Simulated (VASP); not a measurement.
# Mo (I4/mmm) in VASP: notebook

Runs on Mo. Level: PBE. Tasks: single point.

Program: VASP 6.6.1. These are calculated values, not measurements. Logs are shortened: lines on timing, memory, paths and dates and some standing lists are left out, and cuts for length are marked.

### 1 The cell of the first run

The structure is tetragonal, space group I4/mmm (No. 139). Conventional cell: a = 3.145 Å, b = 3.145 Å, c = 3.224 Å, α = 90.00°, β = 90.00°, γ = 90.00°. Mo (site symmetry 4/mmm) has 14 Mo at 2.75 to 3.22 Å within 3.6 Å.

### 2 Single point, PBE (uniaxial strain along c: +2.0 %, then relaxed in part)

The input, INCAR:

```
ALGO = Fast ; EDIFF = 1E-6
ENCUT = 520 ; GGA = PE
ISIF = 2 ; ISMEAR = 0
LASPH = True ; LCHARG = False
LREAL = False ; LWAVE = False
NBANDS = 21 ; NELM = 100
PREC = Accurate ; SIGMA = 0.1
```

The input, KPOINTS:

```
k-points
0
Gamma
  16 16 16
```

The input, POSCAR:

```
Mo
1.0
    3.1453308383      0.0000000000      0.0000000000
    0.0000000000      3.1453308383      0.0000000000
    0.0000000000      0.0000000000      3.2238142294
Mo
2
Direct
    0.0000000000      0.0000000000      0.0000000000
    0.5000000000      0.5000000000      0.5000000000
```

Potentials or basis: VASP PAW PBE potentials, release 64 (Mo_sv).

Launch:

```bash
> cat potpaw_PBE.64/Mo_sv/POTCAR > POTCAR
> mpirun -np 1 vasp_std > vasp.out
```

OUTCAR:

```text
EDIFF = 1E-6
   ENCUT = 520
   GGA = PE
   ISIF = 2
   ISMEAR = 0
   LASPH = True
   LREAL = False
   NELM = 100
   PREC = Accurate

 ion  position               nearest neighbor table
   1  0.000  0.000  0.000-   2 2.75   2 2.75   2 2.75   2 2.75   2 2.75   2 2.75   2 2.75   2 2.75

   2  0.500  0.500  0.500-   1 2.75   1 2.75   1 2.75   1 2.75   1 2.75   1 2.75   1 2.75   1 2.75

  LATTYP: Found a simple tetragonal cell.
 ALAT       =     3.1453308383
 C/A-ratio  =     1.0249523485

  Lattice vectors:

 A1 = (   3.1453308383,   0.0000000000,   0.0000000000)
 A2 = (   0.0000000000,   3.1453308383,   0.0000000000)
 A3 = (   0.0000000000,   0.0000000000,   3.2238142294)

Analysis of symmetry for initial positions (statically):
=====================================================================
 Subroutine PRICEL returns following result:

  LATTYP: Found a body centered tetragonal cell.
 ALAT       =     3.1453308383
 C/A-ratio  =     1.0249523485

  Lattice vectors:

 A1 = (  -1.5726654192,  -1.5726654192,  -1.6119071147)
 A2 = (   1.5726654192,   1.5726654192,  -1.6119071147)
 A3 = (   1.5726654192,  -1.5726654192,   1.6119071147)

   2 primitive cells build up your supercell.

 Routine SETGRP: Setting up the symmetry group for a
 simple tetragonal supercell.

 Subroutine GETGRP returns: Found 16 space group operations
 (whereof 16 operations were pure point group operations)
 out of a pool of 16 trial point group operations.

The static configuration has the point symmetry D_4h.

Analysis of symmetry for dynamics (positions and initial velocities):
=====================================================================
 Subroutine PRICEL returns following result:

  LATTYP: Found a body centered tetragonal cell.
 ALAT       =     3.1453308383
 C/A-ratio  =     1.0249523485

  Lattice vectors:

 A1 = (  -1.5726654192,  -1.5726654192,  -1.6119071147)
 A2 = (   1.5726654192,   1.5726654192,  -1.6119071147)
 A3 = (   1.5726654192,  -1.5726654192,   1.6119071147)

   2 primitive cells build up your supercell.

 Routine SETGRP: Setting up the symmetry group for a
 simple tetragonal supercell.

 Subroutine GETGRP returns: Found 16 space group operations
 (whereof 16 operations were pure point group operations)
 out of a pool of 16 trial point group operations.

The dynamic configuration has the point symmetry D_4h.

 Subroutine INISYM returns: Found 16 space group operations
 (whereof 16 operations are pure point group operations),
 and found     2 'primitive' translations

----------------------------------------------------------------------------------------

                                     Primitive cell

  volume of cell :      15.9468

  direct lattice vectors                    reciprocal lattice vectors
    -1.572665419 -1.572665419 -1.611907115     0.000000000 -0.317931579 -0.310191571
     1.572665419  1.572665419 -1.611907115     0.317931579  0.000000000 -0.310191571
     1.572665419 -1.572665419  1.611907115     0.317931579 -0.317931579  0.000000000

  length of vectors
     2.746779494  2.746779494  2.746779494     0.444183858  0.444183858  0.449623151

  position of ions in fractional coordinates (direct lattice)
     0.000000000  0.000000000  0.000000000

  ion indices of the primitive-cell ions
   primitive index   ion index
                 1           1

----------------------------------------------------------------------------------------

 KPOINTS: k-points

Automatic generation of k-mesh.
 Grid dimensions read from file:
 generate k-points for:   16   16   16

 Generating k-lattice:

  Cartesian coordinates                     Fractional coordinates (reciprocal lattice)
     0.019870724  0.000000000  0.000000000     0.062500000  0.000000000  0.000000000
     0.000000000  0.019870724  0.000000000     0.000000000  0.062500000  0.000000000
     0.000000000  0.000000000  0.019386973     0.000000000  0.000000000  0.062500000

  Length of vectors
     0.019870724  0.019870724  0.019386973

  Shift w.r.t. Gamma in fractional coordinates (k-lattice)
     0.000000000  0.000000000  0.000000000

 Subroutine IBZKPT returns following result:
 ===========================================

 Found    405 irreducible k-points:

 Following reciprocal coordinates:
            Coordinates               Weight
  0.000000  0.000000  0.000000      1.000000
  0.062500  0.000000  0.000000      4.000000
  0.125000  0.000000  0.000000      4.000000
  0.187500  0.000000  0.000000      4.000000
  0.250000  0.000000  0.000000      4.000000
  0.312500  0.000000  0.000000      4.000000
[... 16 lines left out ...]
  0.437500  0.125000  0.000000      8.000000
  0.500000  0.125000  0.000000      4.000000
 [... further k-points ...]
   k-points           NKPTS =    405   k-points in BZ     NKDIM =    405   number of bands    NBANDS=     21
   number of dos      NEDOS =    301   number of ions     NIONS =      2
   total plane-waves  NPLWV =  13824
   dimension x,y,z NGX =    24 NGY =   24 NGZ =   24
   dimension x,y,z NGXF=    48 NGYF=   48 NGZF=   48
   ions per type =               2
   NGX,Y,Z   is equivalent  to a cutoff of  12.69, 12.69, 12.38 a.u.
   NGXF,Y,Z  is equivalent  to a cutoff of  25.37, 25.37, 24.75 a.u.
 SYSTEM =  unknown system
   PREC   = accura    normal or accurate (medium, high low for compatibility)
   ISTART =      0    job   : 0-new  1-cont  2-samecut
   ICHARG =      2    charge: 1-file 2-atom 10-const
   ISPIN  =      1    spin polarized calculation?
   LNONCOLLINEAR =      F non collinear calculations
   LSORBIT =      F    spin-orbit coupling
   LASPH  =      T    aspherical Exc in radial PAW
   ENCUT  =  520.0 eV  38.22 Ry    6.18 a.u.   5.85  5.85  5.99*2*pi/ulx,y,z
   NELM   =    100;   NELMIN=  2; NELMDL= -5     # of ELM steps
   EDIFF  = 0.1E-05   stopping-criterion for ELM
   LREAL  =      F    real-space projection
   EDIFFG = 0.1E-04   stopping-criterion for IOM
   NSW    =      0    number of steps for IOM
   IBRION =     -1    ionic relax: 0-MD 1-quasi-New 2-CG
   NFREE  =      0    steps in history (QN), initial steepest desc. (CG)
   ISIF   =      2    stress and relaxation
   ISYM   =      2    0-nonsym 1-usesym 2-fastsym
   POTIM  = 0.5000    time-step for ionic-motion
   TEBEG  =    0.0;   TEEND  =   0.0 temperature during run
   PSTRESS=    0.0 pullay stress
   NELECT =      28.0000    total number of electrons
   NUPDOWN=      -1.0000    fix difference up-down
   EMIN   =  10.00;   EMAX   =-10.00  energy-range for DOS
   EFERMI =   0.00;   METHOD = LEGACY
   ISMEAR =     0;   SIGMA  =   0.10  broadening in eV -4-tet -1-fermi 0-gaus
   EFERMI_NEDOS =   21; number of points for ismear=-14 and -15
   IALGO  =     68    algorithm
   IMIX   =      4    mixing-type and parameters
     AMIX     =   0.40;   BMIX     =  1.00
     AMIX_MAG =   1.60;   BMIX_MAG =  1.00
  volume/ion in A,a.u.               =      15.95       107.61
  Fermi-wavevector in a.u.,A,eV,Ry     =   1.567569  2.962276 33.433215  2.457272
  Thomas-Fermi vector in A             =   2.669729
   LORBIT       =      0    0 simple, 1 ext, 2 COOP (PROOUT), +10 PAW based schemes
   GGA     = PE    functional components
   LHFCALC =     F    Hartree Fock is set to
   AEXX    =    0.0000 exact exchange contribution
   IVDW    =     0    specifies the selected vdW correction
   LEPSILON=     F    determine dielectric tensor
   LRPA    =     F    only Hartree local field effects (RPA)
 non-spin polarized calculation
 RMM-DIIS sequential band-by-band and
 Gauss-broadening in eV      SIGMA  =   0.10
  energy-cutoff  :      520.00
  volume of cell :       31.89
 maximum number of plane-waves:       884
 NGX is ok and might be reduce to    24
   NGX = 11   NGY = 11   NGZ = 11

 number of electron      28.0000005 magnetization

 Free energy of the ion-electron system (eV)
  ---------------------------------------------------
  ext. energy  EPLUGINS =         0.00000000
  ---------------------------------------------------
  free energy    TOTEN  =       -21.85907105 eV

  energy without entropy =      -21.85211546  energy(sigma->0) =      -21.85559325

 E-fermi :  12.2887     XC(G=0): -13.2781

 val. band max:       12.2855840554   @ k =   0.1250   0.1250   0.1875
 cond. band min:      12.3011615721   @ k =   0.5000   0.0000   0.3750
 fundamental gap:      0.0155775167
 Fermi energy:        12.2886903759

 k-point     1 :       0.0000    0.0000    0.0000
  band No.  band energies     occupation
      1     -49.0042      2.00000
      2     -48.5884      2.00000
      3     -23.2697      2.00000
      4     -23.1992      2.00000
      5     -23.1992      2.00000
      6     -22.3198      2.00000
[... 13 lines left out ...]
     20      20.7608      0.00000
     21      21.4004      0.00000

 k-point     2 :       0.0625    0.0000    0.0000
  band No.  band energies     occupation
      1     -48.9996      2.00000
      2     -48.5917      2.00000
      3     -23.2602      2.00000
      4     -23.2008      2.00000
      5     -23.1903      2.00000
      6     -22.3322      2.00000
[... 13 lines left out ...]
     20      21.1326      0.00000
     21      21.1487      0.00000

 k-point     3 :       0.1250    0.0000    0.0000
  band No.  band energies     occupation
      1     -48.9858      2.00000
      2     -48.6015      2.00000
      3     -23.2323      2.00000
      4     -23.2044      2.00000
      5     -23.1640      2.00000
      6     -22.3880      2.00000
[... 13 lines left out ...]
     20      20.4841      0.00000
     21      22.0609      0.00000
[... 457 lines left out ...]
 k-point    23 :       0.4375    0.1250    0.0000
  band No.  band energies     occupation
      1     -48.8132      2.00000
      2     -48.7380      2.00000
      3     -23.2400      2.00000
      4     -23.0859      2.00000
      5     -22.8674      2.00000
      6     -22.7084      2.00000
[... 13 lines left out ...]
     20      16.4789      0.00000
     21      26.3447      0.00000

 k-point    24 :       0.5000    0.1250    0.0000
  band No.  band energies     occupation
      1     -48.7749      2.00000
      2     -48.7749      2.00000
      3     -23.1740      2.00000
      4     -23.1740      2.00000
      5     -22.7811      2.00000
      6     -22.7811      2.00000
[... 13 lines left out ...]
     20      15.8261      0.00000
     21      26.5525      0.00000

 [... further k-points ...]
[... 5 lines left out ...]
  --------------------------------------------------------------------------------------
  -------------------------------------------------------------------------------------
  Total        0.0980544      0.0980544     -1.3612100      0.0000000      0.0000000      0.0000000
  in kB        4.9257785      4.9257785    -68.3806226      0.0000000      0.0000000      0.0000000
  external PRESSURE =     -19.5096885 kB  Pullay stress =       0.0000000 kB

 VOLUME and BASIS-vectors are now :
 -----------------------------------------------------------------------------
  energy-cutoff  :      520.00
  volume of cell :       31.89
      direct lattice vectors                 reciprocal lattice vectors
     3.145330838  0.000000000  0.000000000     0.317931579  0.000000000  0.000000000
     0.000000000  3.145330838  0.000000000     0.000000000  0.317931579  0.000000000
     0.000000000  0.000000000  3.223814229     0.000000000  0.000000000  0.310191571

 POSITION                                       TOTAL-FORCE (eV/Angst)
 -----------------------------------------------------------------------------------
      0.00000      0.00000      0.00000         0.000000     -0.000000      0.000000
      1.57267      1.57267      1.61191        -0.000000      0.000000     -0.000000
 -----------------------------------------------------------------------------------
    total drift:                                0.000000      0.000000     -0.000000

  FREE ENERGIE OF THE ION-ELECTRON SYSTEM (eV)
  ---------------------------------------------------
  free  energy   TOTEN  =       -21.8590710531 eV

  energy  without entropy=      -21.8521154556  energy(sigma->0) =      -21.85559325
```

Wall time 66 s (1 thread of Intel Xeon Platinum 8559C (Emerald Rapids), shared host); peak memory 0.3 GiB.

What came out:

```
Free energy            : -21.8591 eV
Pressure               : -2.0 GPa
Band gap on the k mesh : zero (bands 14 and 15 overlap by 2.28 eV)
```

Stress tensor (GPa, compression positive):
```
 0.49  0.00  0.00
 0.00  0.49  0.00
 0.00  0.00 -6.84
```

Levels at points of the mesh, in eV from the Fermi level:
```tsv
k point	band 11	band 12	band 13	band 14	band 15	band 16	band 17	band 18
(0.00, 0.00, 0.00)	-5.27	-1.42	-1.42	-1.15	1.43	1.78	3.80	3.88
(0.50, 0.00, 0.00)	-2.56	-2.56	-0.77	-0.77	-0.57	-0.57	0.80	0.80
(0.50, 0.50, 0.00)	-3.51	-3.51	1.67	1.67	1.86	1.86	2.36	2.36
(0.00, 0.00, 0.50)	-2.65	-2.65	-0.51	-0.51	-0.51	-0.51	0.93	0.93
(0.50, 0.00, 0.50)	-3.22	-3.22	1.47	1.47	1.48	1.48	2.23	2.23
(0.50, 0.50, 0.50)	-2.54	-2.54	-2.54	-2.54	2.26	2.26	2.46	2.46
```

Caveat: the cell differs from its parent crystal (uniaxial strain along c: +2.0 %, then relaxed in part).

### 3 Single point, PBE (uniaxial strain along c: +2.0 %)

The input, INCAR:

```
ALGO     = Fast           # electronic algorithm
EDIFF    = 1E-7           # SCF threshold, eV
ENCUT    = 520            # plane-wave cutoff, eV
GGA      = PE             # functional
ISIF     = 2              # what is computed and relaxed
ISMEAR   = 0              # smearing method
LASPH    = True           # aspherical terms in the spheres
LCHARG   = False          # write CHGCAR
LREAL    = False          # projectors in reciprocal space
LWAVE    = False          # write WAVECAR
NBANDS   = 21             # bands
NELM     = 80             # most SCF steps
PREC     = Accurate       # precision mode
SIGMA    = 0.1            # smearing width, eV
```

KPOINTS is that of step 2.

The input, POSCAR:

```
Mo
1.0
    3.1447991747      0.0000000000      0.0000000000
    0.0000000000      3.1447991747      0.0000000000
    0.0000000000      0.0000000000      3.2238142294
Mo
2
Direct
    0.0000000000      0.0000000000      0.0000000000
    0.5000000000      0.5000000000      0.5000000000
```

Potentials or basis: VASP PAW PBE potentials, release 64 (Mo_sv).

Launch:

```bash
> cat potpaw_PBE.64/Mo_sv/POTCAR > POTCAR
> mpirun -np 1 vasp_std > vasp.out
```

Run time: 72 s. Hardware: 1 thread of Intel Xeon Platinum 8559C (Emerald Rapids), shared host; peak memory 0.3 GiB.

It converged, with:

```
Free energy            : -21.8590 eV
Pressure               : -1.9 GPa
Band gap on the k mesh : zero (bands 14 and 15 overlap by 2.28 eV)
```

Stress tensor (GPa, compression positive):
```
 0.59  0.00  0.00
 0.00  0.59  0.00
 0.00  0.00 -6.79
```

Levels at points of the mesh, in eV from the Fermi level:
| k point | band 11 | band 12 | band 13 | band 14 | band 15 | band 16 | band 17 | band 18 |
| --- | --- | --- | --- | --- | --- | --- | --- | --- |
| (0.00, 0.00, 0.00) | -5.27 | -1.43 | -1.43 | -1.15 | 1.43 | 1.78 | 3.80 | 3.89 |
| (0.50, 0.00, 0.00) | -2.56 | -2.56 | -0.77 | -0.77 | -0.57 | -0.57 | 0.80 | 0.80 |
| (0.50, 0.50, 0.00) | -3.51 | -3.51 | 1.67 | 1.67 | 1.86 | 1.86 | 2.36 | 2.36 |
| (0.00, 0.00, 0.50) | -2.66 | -2.66 | -0.51 | -0.51 | -0.51 | -0.51 | 0.93 | 0.93 |
| (0.50, 0.00, 0.50) | -3.22 | -3.22 | 1.46 | 1.46 | 1.48 | 1.48 | 2.23 | 2.23 |
| (0.50, 0.50, 0.50) | -2.54 | -2.54 | -2.54 | -2.54 | 2.26 | 2.26 | 2.46 | 2.46 |

Caveat: the cell differs from its parent crystal (uniaxial strain along c: +2.0 %).

[end of part 1 of 2]
